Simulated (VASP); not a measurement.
# TaN (P-6m2) in VASP: further runs

The runs below take TaN through single point, with r2SCAN, HSE06.

All numbers are computed with VASP 6.6.1; they aren't measurements. Logs are shortened: lines on timing, memory, paths and dates and some standing lists are left out, and cuts for length are marked.

## Step 1: The cell of the first run

It takes space group P-6m2 (No. 187, hexagonal). The conventional cell has a = 2.936 Å, b = 2.936 Å, c = 2.885 Å, α = 90.00°, β = 90.00°, γ = 120.00°. Ta (site symmetry -6m2) has 6 N at 2.23 Å and 8 Ta at 2.88 to 2.94 Å within 3.0 Å. N (site symmetry -6m2) has 6 Ta at 2.23 Å and 8 N at 2.88 to 2.94 Å within 3.0 Å.

## Step 2: Single point, r2SCAN

The input, POSCAR:

```
TaN
1.0
    2.9359985310      0.0000000000      0.0000000000
   -1.4679992655      2.5426493133      0.0000000000
    0.0000000000      0.0000000000      2.8847543877
Ta N
1 1
Direct
    0.3333333333      0.6666666667      0.5000000000
    0.0000000000      0.0000000000      0.0000000000
```

The input, INCAR.step1:

```
PREC     = Accurate       # precision mode
ENCUT    = 770            # plane-wave cutoff, eV
ISMEAR   = -1             # smearing method
SIGMA    = 0.02           # smearing width, eV
LREAL    = F              # projectors in reciprocal space
LASPH    = T              # aspherical terms in the spheres
NELM     = 120            # most SCF steps
NBANDS   = 16             # bands
GGA      = PE             # functional
ALGO     = Normal         # electronic algorithm
EDIFF    = 1E-5           # SCF threshold, eV
LWAVE    = T              # write WAVECAR
LCHARG   = F              # write CHGCAR
GGA_COMPAT= F
```

The input, INCAR.step2:

```
PREC     = Accurate       # precision mode
ENCUT    = 770            # plane-wave cutoff, eV
EDIFF    = 1E-6           # SCF threshold, eV
ISMEAR   = -1             # smearing method
SIGMA    = 0.02           # smearing width, eV
LREAL    = F              # projectors in reciprocal space
LASPH    = T              # aspherical terms in the spheres
NELM     = 120            # most SCF steps
ALGO     = Normal         # electronic algorithm
ISIF     = 2              # what is computed and relaxed
LWAVE    = F              # write WAVECAR
LCHARG   = F              # write CHGCAR
METAGGA  = R2SCAN         # meta-GGA
LMIXTAU  = T            
NBANDS   = 16             # bands
ISTART   = 1            
GGA_COMPAT= F
```

The input, KPOINTS:

```
regular mesh
0
Gamma
  12 12 8
```

Potentials or basis: VASP PAW PBE potentials, release 64 (Ta_sv_GW, N).

Run with:

```
$ cat potpaw_PBE.64/Ta_sv_GW/POTCAR potpaw_PBE.64/N/POTCAR > POTCAR
$ cp INCAR.step1 INCAR
$ mpirun -np 1 vasp_std > vasp.out
$ cp INCAR.step2 INCAR
$ mpirun -np 1 vasp_std > vasp.out
```

OUTCAR:

```text
PREC = Accurate
   ENCUT = 770
   EDIFF = 1E-6
   ISMEAR = -1
   LREAL = F
   LASPH = T
   NELM = 120
   ISIF = 2
   METAGGA = R2SCAN
   ISTART = 1

 ion  position               nearest neighbor table
   1  0.333  0.667  0.500-   2 2.23   2 2.23   2 2.23   2 2.23   2 2.23   2 2.23
   2  0.000  0.000  0.000-   1 2.23   1 2.23   1 2.23   1 2.23   1 2.23   1 2.23

  LATTYP: Found a hexagonal cell.
 ALAT       =     2.9359985310
 C/A-ratio  =     0.9825462640

  Lattice vectors:

 A1 = (   2.9359985310,   0.0000000000,   0.0000000000)
 A2 = (  -1.4679992655,   2.5426493133,   0.0000000000)
 A3 = (   0.0000000000,   0.0000000000,   2.8847543877)

Analysis of symmetry for initial positions (statically):
=====================================================================
 Subroutine PRICEL returns:
 Original cell was already a primitive cell.

 Routine SETGRP: Setting up the symmetry group for a
 hexagonal supercell.

 Subroutine GETGRP returns: Found 12 space group operations
 (whereof 12 operations were pure point group operations)
 out of a pool of 24 trial point group operations.

The static configuration has the point symmetry D_3h.

Analysis of symmetry for dynamics (positions and initial velocities):
=====================================================================
 Subroutine PRICEL returns:
 Original cell was already a primitive cell.

 Routine SETGRP: Setting up the symmetry group for a
 hexagonal supercell.

 Subroutine GETGRP returns: Found 12 space group operations
 (whereof 12 operations were pure point group operations)
 out of a pool of 24 trial point group operations.

The dynamic configuration has the point symmetry D_3h.

 Subroutine INISYM returns: Found 12 space group operations
 (whereof 12 operations are pure point group operations),
 and found     1 'primitive' translations

----------------------------------------------------------------------------------------

                                     Primitive cell

  volume of cell :      21.5353

  direct lattice vectors                    reciprocal lattice vectors
     2.935998531  0.000000000  0.000000000     0.340599625  0.196645285  0.000000000
    -1.467999266  2.542649313  0.000000000     0.000000000  0.393290571  0.000000000
     0.000000000  0.000000000  2.884754388     0.000000000  0.000000000  0.346649962

  length of vectors
     2.935998531  2.935998531  2.884754388     0.393290571  0.393290571  0.346649962

  position of ions in fractional coordinates (direct lattice)
     0.333333333  0.666666667  0.500000000
     0.000000000  0.000000000  0.000000000

  ion indices of the primitive-cell ions
   primitive index   ion index
                 1           1
                 2           2

----------------------------------------------------------------------------------------

 KPOINTS: regular mesh

Automatic generation of k-mesh.
 Grid dimensions read from file:
 generate k-points for:   12   12    8

 Generating k-lattice:

  Cartesian coordinates                     Fractional coordinates (reciprocal lattice)
     0.028383302  0.016387107  0.000000000     0.083333333  0.000000000  0.000000000
     0.000000000  0.032774214  0.000000000     0.000000000  0.083333333  0.000000000
     0.000000000  0.000000000  0.043331245     0.000000000  0.000000000  0.125000000

  Length of vectors
     0.032774214  0.032774214  0.043331245

  Shift w.r.t. Gamma in fractional coordinates (k-lattice)
     0.000000000  0.000000000  0.000000000

 Subroutine IBZKPT returns following result:
 ===========================================

 Found     95 irreducible k-points:

 Following reciprocal coordinates:
            Coordinates               Weight
  0.000000  0.000000  0.000000      1.000000
  0.083333  0.000000  0.000000      6.000000
  0.166667  0.000000  0.000000      6.000000
  0.250000  0.000000  0.000000      6.000000
  0.333333  0.000000  0.000000      6.000000
  0.416667  0.000000  0.000000      6.000000
[... 16 lines left out ...]
  0.250000  0.000000  0.125000     12.000000
  0.333333  0.000000  0.125000     12.000000
 [... further k-points ...]
   k-points           NKPTS =     95   k-points in BZ     NKDIM =     95   number of bands    NBANDS=     16
   number of dos      NEDOS =    301   number of ions     NIONS =      2
   total plane-waves  NPLWV =  21952
   dimension x,y,z NGX =    28 NGY =   28 NGZ =   28
   dimension x,y,z NGXF=    56 NGYF=   56 NGZF=   56
   ions per type =               1   1
   NGX,Y,Z   is equivalent  to a cutoff of  15.85, 15.85, 16.14 a.u.
   NGXF,Y,Z  is equivalent  to a cutoff of  31.71, 31.71, 32.27 a.u.
 SYSTEM =  unknown system
   PREC   = accura    normal or accurate (medium, high low for compatibility)
   ISTART =      1    job   : 0-new  1-cont  2-samecut
   ICHARG =      0    charge: 1-file 2-atom 10-const
   ISPIN  =      1    spin polarized calculation?
   LNONCOLLINEAR =      F non collinear calculations
   LSORBIT =      F    spin-orbit coupling
   LASPH  =      T    aspherical Exc in radial PAW
   ENCUT  =  770.0 eV  56.59 Ry    7.52 a.u.   6.64  6.64  6.53*2*pi/ulx,y,z
   NELM   =    120;   NELMIN=  2; NELMDL=  0     # of ELM steps
   EDIFF  = 0.1E-05   stopping-criterion for ELM
   LREAL  =      F    real-space projection
   EDIFFG = 0.1E-04   stopping-criterion for IOM
   NSW    =      0    number of steps for IOM
   IBRION =     -1    ionic relax: 0-MD 1-quasi-New 2-CG
   NFREE  =      0    steps in history (QN), initial steepest desc. (CG)
   ISIF   =      2    stress and relaxation
   ISYM   =      2    0-nonsym 1-usesym 2-fastsym
   POTIM  = 0.5000    time-step for ionic-motion
   TEBEG  =    0.0;   TEEND  =   0.0 temperature during run
   PSTRESS=    0.0 pullay stress
   NELECT =      18.0000    total number of electrons
   NUPDOWN=      -1.0000    fix difference up-down
   EMIN   =  10.00;   EMAX   =-10.00  energy-range for DOS
   EFERMI =   0.00;   METHOD = LEGACY
   ISMEAR =    -1;   SIGMA  =   0.02  broadening in eV -4-tet -1-fermi 0-gaus
   EFERMI_NEDOS =   21; number of points for ismear=-14 and -15
   IALGO  =     38    algorithm
   IMIX   =      4    mixing-type and parameters
     AMIX     =   0.40;   BMIX     =  1.00
     AMIX_MAG =   1.60;   BMIX_MAG =  1.00
  volume/ion in A,a.u.               =      10.77        72.66
  Fermi-wavevector in a.u.,A,eV,Ry     =   1.542110  2.914165 32.356049  2.378103
  Thomas-Fermi vector in A             =   2.647961
   LORBIT       =      0    0 simple, 1 ext, 2 COOP (PROOUT), +10 PAW based schemes
   METAGGA = R2SCAN    functional components
   LHFCALC =     F    Hartree Fock is set to
   AEXX    =    0.0000 exact exchange contribution
   IVDW    =     0    specifies the selected vdW correction
   LEPSILON=     F    determine dielectric tensor
   LRPA    =     F    only Hartree local field effects (RPA)
 non-spin polarized calculation
  energy-cutoff  :      770.00
  volume of cell :       21.54
 maximum number of plane-waves:      1070
 NGX is ok and might be reduce to    28
   NGX = 13   NGY = 13   NGZ = 13

 number of electron      17.9999998 magnetization

 Free energy of the ion-electron system (eV)
  ---------------------------------------------------
  ext. energy  EPLUGINS =         0.00000000
  ---------------------------------------------------
  free energy    TOTEN  =       -62.95682596 eV

  energy without entropy =      -62.95671852  energy(sigma->0) =      -62.95677224

 E-fermi :  12.5095     XC(G=0): -14.6495

 val. band max:       12.4514666808   @ k =   0.3333   0.3333   0.0000
 cond. band min:      12.5306887147   @ k =   0.0000   0.0000   0.3750
 fundamental gap:      0.0792220338
 Fermi energy:        12.5095428789

 k-point     1 :       0.0000    0.0000    0.0000
  band No.  band energies     occupation
      1     -58.1709      2.00000
      2     -23.7190      2.00000
      3     -23.4574      2.00000
      4     -23.4574      2.00000
      5      -6.3717      2.00000
      6       7.6065      2.00000
[... 8 lines left out ...]
     15      26.1854      0.00000
     16      29.4137      0.00000

 k-point     2 :       0.0833    0.0000    0.0000
  band No.  band energies     occupation
      1     -58.1655      2.00000
      2     -23.7092      2.00000
      3     -23.5352      2.00000
      4     -23.4739      2.00000
      5      -6.2285      2.00000
      6       7.1806      2.00000
[... 8 lines left out ...]
     15      26.1690      0.00000
     16      29.7101      0.00000

 k-point     3 :       0.1667    0.0000    0.0000
  band No.  band energies     occupation
      1     -58.1506      2.00000
      2     -23.7427      2.00000
      3     -23.6824      2.00000
      4     -23.5187      2.00000
      5      -5.8341      2.00000
      6       6.2659      2.00000
[... 8 lines left out ...]
     15      26.1553      0.00000
     16      30.5385      0.00000

 k-point     4 :       0.2500    0.0000    0.0000
  band No.  band energies     occupation
      1     -58.1302      2.00000
      2     -24.0158      2.00000
      3     -23.6456      2.00000
      4     -23.5792      2.00000
      5      -5.2835      2.00000
      6       5.2981      2.00000
[... 8 lines left out ...]
     15      26.3546      0.00000
     16      30.4502      0.00000
[... 324 lines left out ...]
 k-point    22 :       0.1667    0.0000    0.1250
  band No.  band energies     occupation
      1     -58.1430      2.00000
      2     -23.8300      2.00000
      3     -23.7213      2.00000
      4     -23.5062      2.00000
      5      -5.5785      2.00000
      6       6.3793      2.00000
[... 8 lines left out ...]
     15      25.9840      0.00000
     16      30.2937      0.00000

 k-point    23 :       0.2500    0.0000    0.1250
  band No.  band energies     occupation
      1     -58.1227      2.00000
      2     -23.9995      2.00000
      3     -23.7789      2.00000
      4     -23.5661      2.00000
      5      -5.1024      2.00000
      6       5.4081      2.00000
[... 8 lines left out ...]
     15      25.9132      0.00000
     16      30.2476      0.00000

 k-point    24 :       0.3333    0.0000    0.1250
  band No.  band energies     occupation
      1     -58.1024      2.00000
      2     -24.2563      2.00000
      3     -23.7385      2.00000
      4     -23.6251      2.00000
      5      -4.6183      2.00000
      6       4.5869      2.00000
[... 8 lines left out ...]
     15      26.2007      0.00000
     16      29.1440      0.00000

 [... further k-points ...]
[... 5 lines left out ...]
  --------------------------------------------------------------------------------------
  -------------------------------------------------------------------------------------
  Total       -0.0086229     -0.0086229      0.0126459      0.0000000      0.0000000      0.0000000
  in kB       -0.6415210     -0.6415210      0.9408221      0.0000000      0.0000000      0.0000000
  external PRESSURE =      -0.1140733 kB  Pullay stress =       0.0000000 kB

 VOLUME and BASIS-vectors are now :
 -----------------------------------------------------------------------------
  energy-cutoff  :      770.00
  volume of cell :       21.54
      direct lattice vectors                 reciprocal lattice vectors
     2.935998531  0.000000000  0.000000000     0.340599625  0.196645285  0.000000000
    -1.467999266  2.542649313  0.000000000     0.000000000  0.393290571  0.000000000
     0.000000000  0.000000000  2.884754388     0.000000000  0.000000000  0.346649962

 POSITION                                       TOTAL-FORCE (eV/Angst)
 -----------------------------------------------------------------------------------
     -0.00000      1.69510      1.44238         0.000000      0.000000      0.000000
      0.00000      0.00000      0.00000        -0.000000      0.000000      0.000000
 -----------------------------------------------------------------------------------
    total drift:                                0.000000     -0.000000     -0.000000

  FREE ENERGIE OF THE ION-ELECTRON SYSTEM (eV)
  ---------------------------------------------------
  free  energy   TOTEN  =       -62.9568259598 eV

  energy  without entropy=      -62.9567185229  energy(sigma->0) =      -62.95677224
```

It took 1.7 min on 1 thread of Intel Xeon 6975P-C (Granite Rapids), shared host; peak memory 0.22 GiB.

Results:

| Quantity | Value |
| --- | --- |
| Free energy | -62.9568 eV |
| Pressure | 0.0 GPa |
| Band gap on the k mesh | zero (bands 9 and 10 overlap by 0.18 eV) |

Stress tensor (GPa, compression positive):
```
-0.06  0.00  0.00
 0.00 -0.06  0.00
 0.00  0.00  0.09
```

Levels at points of the mesh, in eV from the Fermi level:
```tsv
k point	band 6	band 7	band 8	band 9	band 10	band 11	band 12	band 13
(0.00, 0.00, 0.00)	-4.90	-4.90	-4.47	-3.26	2.39	3.65	3.65	4.16
(0.50, 0.00, 0.00)	-8.70	-5.55	-3.69	-3.50	3.14	4.07	5.38	5.43
(0.00, 0.00, 0.50)	-9.81	-4.04	-4.04	-0.16	-0.16	2.26	3.53	3.53
(0.50, 0.00, 0.50)	-7.72	-6.55	-6.02	-0.61	4.38	5.42	6.02	7.39
```

Caveat: the PAW data sets were made with another functional, which shifts forces and pressure a little; spin-orbit coupling is left out, which moves the levels of the heavy elements.

(Part 1 of 2 ends here.)

The gap in the log of VASP goes by the Fermi energy; the results here count the filled bands.